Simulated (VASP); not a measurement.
# Mo in VASP: relaxation of the atoms with PBE

Aim: the relaxation of the atoms of Mo with PBE.

Everything below comes from runs of VASP 6.6.1. Logs are shortened: lines on timing, memory, paths and dates and some standing lists are left out, and cuts for length are marked.

**1. The cell of the first run**

The cell holds a slab with vacuum, 6 atoms: a = 4.470 Å, b = 4.470 Å, c = 18.562 Å, α = 90.00°, β = 90.00°, γ = 120.00°.

**2. Relaxation of the atoms, PBE**

INCAR reads:

```
PREC = Accurate
ENCUT = 520
EDIFF = 1E-7
ISMEAR = 0
SIGMA = 0.1
LREAL = False
LASPH = True
NELM = 100
ALGO = Normal
ISIF = 2
LWAVE = False
LCHARG = False
LDIPOL = True
IDIPOL = 3
DIPOL = 0.5 0.5 0.500
GGA = PE
IBRION = 2
NSW = 70
EDIFFG = -0.03
KPAR = 2
```

KPOINTS reads:

```
regular mesh
0
Gamma
  9 9 1
```

POSCAR reads:

```
Mo
1.0
    4.4695765307      0.0000000000      0.0000000000
   -2.2347882654      3.8707668198      0.0000000000
    0.0000000000      0.0000000000     18.5617424444
Mo
6
Selective dynamics
Direct
    0.6666666667      0.3333333333      0.3771197678  F F F
    0.3333333333      0.6666666667      0.4262718607  F F F
    0.0000000000      0.0000000000      0.4754239536  F F F
    0.6666666667      0.3333333333      0.5245760464  T T T
    0.3333333333      0.6666666667      0.5737281393  T T T
    0.0000000000      0.0000000000      0.6228802322  T T T
```

Potentials or basis: VASP PAW PBE potentials, release 64 (Mo_sv).

Started as:

```sh
cat potpaw_PBE.64/Mo_sv/POTCAR > POTCAR
mpirun -np 2 vasp_std > vasp.out
```

OUTCAR:

```text
PREC = Accurate
   ENCUT = 520
   EDIFF = 1E-7
   ISMEAR = 0
   LREAL = False
   LASPH = True
   NELM = 100
   ISIF = 2
   GGA = PE
   IBRION = 2
   NSW = 70
   EDIFFG = -0.03

 ion  position               nearest neighbor table
   1  0.667  0.333  0.377-   4 2.74   2 2.74   2 2.74   2 2.74   3 3.16   3 3.16   3 3.16
   2  0.333  0.667  0.426-   5 2.74   1 2.74   3 2.74   1 2.74   3 2.74   3 2.74   1 2.74   4 3.16
                             4 3.16   4 3.16
   3  0.000  0.000  0.475-   6 2.74   4 2.74   4 2.74   4 2.74   2 2.74   2 2.74   2 2.74   5 3.16
                             5 3.16   5 3.16   1 3.16   1 3.16   1 3.16
   4  0.667  0.333  0.525-   1 2.74   3 2.74   3 2.74   3 2.74   5 2.74   5 2.74   5 2.74   2 3.16
                             2 3.16   2 3.16   6 3.16   6 3.16   6 3.16
   5  0.333  0.667  0.574-   2 2.74   4 2.74   6 2.74   4 2.74   6 2.74   6 2.74   4 2.74   3 3.16
                             3 3.16   3 3.16
   6  0.000  0.000  0.623-   3 2.74   5 2.74   5 2.74   5 2.74   4 3.16   4 3.16   4 3.16

  LATTYP: Found a hexagonal cell.
 ALAT       =     4.4695765307
 C/A-ratio  =     4.1529085176

  Lattice vectors:

 A1 = (   4.4695765307,   0.0000000000,   0.0000000000)
 A2 = (  -2.2347882654,   3.8707668198,   0.0000000000)
 A3 = (   0.0000000000,   0.0000000000,  18.5617424444)

Analysis of symmetry for initial positions (statically):
=====================================================================
 Subroutine PRICEL returns:
 Original cell was already a primitive cell.

 Routine SETGRP: Setting up the symmetry group for a
 hexagonal supercell.

 Subroutine GETGRP returns: Found 12 space group operations
 (whereof  6 operations were pure point group operations)
 out of a pool of 24 trial point group operations.

The static configuration has the point symmetry C_3v.
 The point group associated with its full space group is D_3d.

Analysis of symmetry for dynamics (positions and initial velocities):
=====================================================================
 Subroutine PRICEL returns:
 Original cell was already a primitive cell.

 Routine SETGRP: Setting up the symmetry group for a
 hexagonal supercell.

 Subroutine GETGRP returns: Found 12 space group operations
 (whereof  6 operations were pure point group operations)
 out of a pool of 24 trial point group operations.

The dynamic configuration has the point symmetry C_3v.
 The point group associated with its full space group is D_3d.

Analysis of constrained symmetry for selective dynamics:
=====================================================================
 Subroutine PRICEL returns:
 Original cell was already a primitive cell.

 Routine SETGRP: Setting up the symmetry group for a
 hexagonal supercell.

 Subroutine GETGRP returns: Found  6 space group operations
 (whereof  6 operations were pure point group operations)
 out of a pool of 24 trial point group operations.

The constrained configuration has the point symmetry C_3v.

 Subroutine INISYM returns: Found  6 space group operations
 (whereof  6 operations are pure point group operations),
 and found     1 'primitive' translations

----------------------------------------------------------------------------------------

                                     Primitive cell

  volume of cell :     321.1309

  direct lattice vectors                    reciprocal lattice vectors
     4.469576531  0.000000000  0.000000000     0.223734842  0.129173371  0.000000000
    -2.234788265  3.870766820  0.000000000     0.000000000  0.258346743  0.000000000
     0.000000000  0.000000000 18.561742444     0.000000000  0.000000000  0.053874253

  length of vectors
     4.469576531  4.469576531 18.561742444     0.258346743  0.258346743  0.053874253

  position of ions in fractional coordinates (direct lattice)
     0.666666667  0.333333333  0.377119768
     0.333333333  0.666666667  0.426271861
     0.000000000  0.000000000  0.475423954
[... 71 lines left out ...]
   EDIFF  = 0.1E-06   stopping-criterion for ELM
   LREAL  =      F    real-space projection
   EDIFFG = -.3E-01   stopping-criterion for IOM
   NSW    =     70    number of steps for IOM
   IBRION =      2    ionic relax: 0-MD 1-quasi-New 2-CG
   NFREE  =      1    steps in history (QN), initial steepest desc. (CG)
   ISIF   =      2    stress and relaxation
   ISYM   =      2    0-nonsym 1-usesym 2-fastsym
   POTIM  = 0.5000    time-step for ionic-motion
   TEBEG  =    0.0;   TEEND  =   0.0 temperature during run
   PSTRESS=    0.0 pullay stress
   NELECT =      84.0000    total number of electrons
   NUPDOWN=      -1.0000    fix difference up-down
   EMIN   =  10.00;   EMAX   =-10.00  energy-range for DOS
   EFERMI =   0.00;   METHOD = LEGACY
   ISMEAR =     0;   SIGMA  =   0.10  broadening in eV -4-tet -1-fermi 0-gaus
   EFERMI_NEDOS =   21; number of points for ismear=-14 and -15
   IALGO  =     38    algorithm
   IMIX   =      4    mixing-type and parameters
     AMIX     =   0.40;   BMIX     =  1.00
     AMIX_MAG =   1.60;   BMIX_MAG =  1.00
  volume/ion in A,a.u.               =      53.52       361.18
  Fermi-wavevector in a.u.,A,eV,Ry     =   1.046985  1.978515 14.914408  1.096178
  Thomas-Fermi vector in A             =   2.181846
   LORBIT       =      0    0 simple, 1 ext, 2 COOP (PROOUT), +10 PAW based schemes
   GGA     = PE    functional components
   LHFCALC =     F    Hartree Fock is set to
   AEXX    =    0.0000 exact exchange contribution
   IVDW    =     0    specifies the selected vdW correction
   LEPSILON=     F    determine dielectric tensor
   LRPA    =     F    only Hartree local field effects (RPA)
 conjugate gradient relaxation of ions
 non-spin polarized calculation
 Gauss-broadening in eV      SIGMA  =   0.10
  energy-cutoff  :      520.00
  volume of cell :      321.13
 maximum number of plane-waves:      8688
 NGX is ok and might be reduce to    36
   NGX = 17   NGY = 17   NGZ = 69

--------------------------------------- Ionic step        1  -------------------------------------------

 number of electron      84.0000007 magnetization

 Free energy of the ion-electron system (eV)
  ---------------------------------------------------
  ext. energy  EPLUGINS =         0.00000000
  ---------------------------------------------------
  free energy    TOTEN  =       -58.34913603 eV

  energy without entropy =      -58.29975509  energy(sigma->0) =      -58.32444556

------------------------ aborting loop because EDIFF is reached ----------------------------------------

  FORCE on cell =-STRESS in cart. coord.  units (eV):
  Direction    XX          YY          ZZ          XY          YZ          ZX
  --------------------------------------------------------------------------------------
  -------------------------------------------------------------------------------------
  Total      -12.3254538    -12.3254538     -9.9916302      0.0000000      0.0000000      0.0000000
  in kB      -61.4938057    -61.4938057    -49.8499591      0.0000000      0.0000000      0.0000000
  external PRESSURE =     -57.6125235 kB  Pullay stress =       0.0000000 kB
[... 61 lines left out ...]
  FREE ENERGIE OF THE ION-ELECTRON SYSTEM (eV)
  ---------------------------------------------------
  free  energy   TOTEN  =       -58.5106563737 eV

  energy  without entropy=      -58.4617143510  energy(sigma->0) =      -58.48618536

 dipolmoment           0.000000      0.000000     -0.013970 electrons x Angstroem

--------------------------------------- Ionic step        3  -------------------------------------------

 number of electron      84.0000009 magnetization

------------------------ aborting loop because EDIFF is reached ----------------------------------------
[... 29 lines left out ...]
  FREE ENERGIE OF THE ION-ELECTRON SYSTEM (eV)
  ---------------------------------------------------
  free  energy   TOTEN  =       -58.6572864267 eV

  energy  without entropy=      -58.6100807885  energy(sigma->0) =      -58.63368361

[... ionic steps 4 to 8 ...]

--------------------------------------- Ionic step        9  -------------------------------------------

 number of electron      84.0000010 magnetization

------------------------ aborting loop because EDIFF is reached ----------------------------------------

 vacuum level on the upper side and lower side of the slab       (xc-potential included)        -0.009        -0.245

  FORCE on cell =-STRESS in cart. coord.  units (eV):
  Direction    XX          YY          ZZ          XY          YZ          ZX
  --------------------------------------------------------------------------------------
  -------------------------------------------------------------------------------------
  Total       -5.6451876     -5.6451876     -2.7191333      0.0000000      0.0000000      0.0000000
  in kB      -28.1648102    -28.1648102    -13.5662231      0.0000000      0.0000000      0.0000000
  external PRESSURE =     -23.2986145 kB  Pullay stress =       0.0000000 kB
[... 67 lines left out ...]
--------------------------------------- Ionic step       11  -------------------------------------------

 number of electron      84.0000010 magnetization

 dipolmoment           0.000000      0.000000      0.018339 electrons x Angstroem

 Free energy of the ion-electron system (eV)
  ---------------------------------------------------
  ext. energy  EPLUGINS =         0.00000000
  ---------------------------------------------------
  free energy    TOTEN  =       -58.72226466 eV

  energy without entropy =      -58.67585474  energy(sigma->0) =      -58.69905970

 E-fermi :   1.0505     XC(G=0):  -5.1280

 val. band max:        1.0109143842   @ k =   0.2222   0.2222   0.0000
 cond. band min:       1.0564629650   @ k =   0.1111  -0.0000   0.0000
 fundamental gap:      0.0455485808
 Fermi energy:         1.0505334165

 k-point     1 :       0.0000    0.0000    0.0000
  band No.  band energies     occupation
      1     -60.1051      2.00000
      2     -59.8777      2.00000
      3     -59.8280      2.00000
      4     -59.7908      2.00000
      5     -59.6496      2.00000
      6     -59.5828      2.00000
[... 625 lines left out ...]
     49       2.3310      0.00000
     50       2.4056      0.00000

------------------------ aborting loop because EDIFF is reached ----------------------------------------

 vacuum level on the upper side and lower side of the slab       (xc-potential included)         0.083        -0.105

  FORCE on cell =-STRESS in cart. coord.  units (eV):
  Direction    XX          YY          ZZ          XY          YZ          ZX
  --------------------------------------------------------------------------------------
  -------------------------------------------------------------------------------------
  Total       -5.6201761     -5.6201761     -2.6828892      0.0000000      0.0000000      0.0000000
  in kB      -28.0400239    -28.0400239    -13.3853951      0.0000000      0.0000000      0.0000000
  external PRESSURE =     -23.1551477 kB  Pullay stress =       0.0000000 kB
[... 21 lines left out ...]
  FREE ENERGIE OF THE ION-ELECTRON SYSTEM (eV)
  ---------------------------------------------------
  free  energy   TOTEN  =       -58.7222646618 eV

  energy  without entropy=      -58.6758547436  energy(sigma->0) =      -58.69905970

 reached required accuracy - stopping structural energy minimisation

 vacuum level on the upper side and lower side of the slab         4.911         4.673
```

Run time: 42 min. Hardware: 2 MPI ranks of Intel Xeon Platinum 8259CL at 2.50GHz (Skylake/Cascade Lake), shared host; peak memory 0.53 GiB.

Results:

```yaml
Free_energy: -58.7223 eV
Energy_gained_by_relaxing: 62.2 meV/atom
Ionic_steps: 11
Band_gap_on_the_k_mesh: zero (bands 42 and 43 overlap by 0.10 eV)
```

The path:
| step | energy change (eV) | largest force on free atoms (eV/Å) | pressure (GPa) |
| --- | --- | --- | --- |
| 1 | 0.0000 | 1.9029 | -5.76 |
| 2 | -0.1615 | 1.3121 | -5.04 |
| 3 | -0.3082 | 1.0137 | -3.02 |
| 4 | -0.3101 | 0.9829 | -3.31 |
| 5 | -0.3587 | 0.2983 | -2.73 |
| 6 | -0.3636 | 0.2814 | -2.47 |
| 7 | -0.3688 | 0.1919 | -2.47 |
| 8 | -0.3722 | 0.1410 | -2.46 |
| 9 | -0.3729 | 0.0687 | -2.33 |
| 10 | -0.3730 | 0.0416 | -2.36 |
| 11 | -0.3731 | 0.0085 | -2.32 |

Final structure:
```cif
data_structure
_symmetry_space_group_name_H-M 'P 1'
_symmetry_Int_Tables_number 1
_cell_length_a 4.4696
_cell_length_b 4.4696
_cell_length_c 18.5617
_cell_angle_alpha 90.000
_cell_angle_beta 90.000
_cell_angle_gamma 120.000
_cell_volume 321.13
loop_
_atom_site_label
_atom_site_type_symbol
_atom_site_fract_x
_atom_site_fract_y
_atom_site_fract_z
_atom_site_occupancy
Mo1 Mo 0.66667 0.33333 0.37712 1
Mo2 Mo 0.33333 0.66667 0.42627 1
Mo3 Mo 0.00000 0.00000 0.47542 1
Mo4 Mo 0.66667 0.33333 0.52020 1
Mo5 Mo 0.33333 0.66667 0.56426 1
Mo6 Mo 0.00000 0.00000 0.60700 1
```

The gap in the log of VASP goes by the Fermi energy; the results here count the filled bands.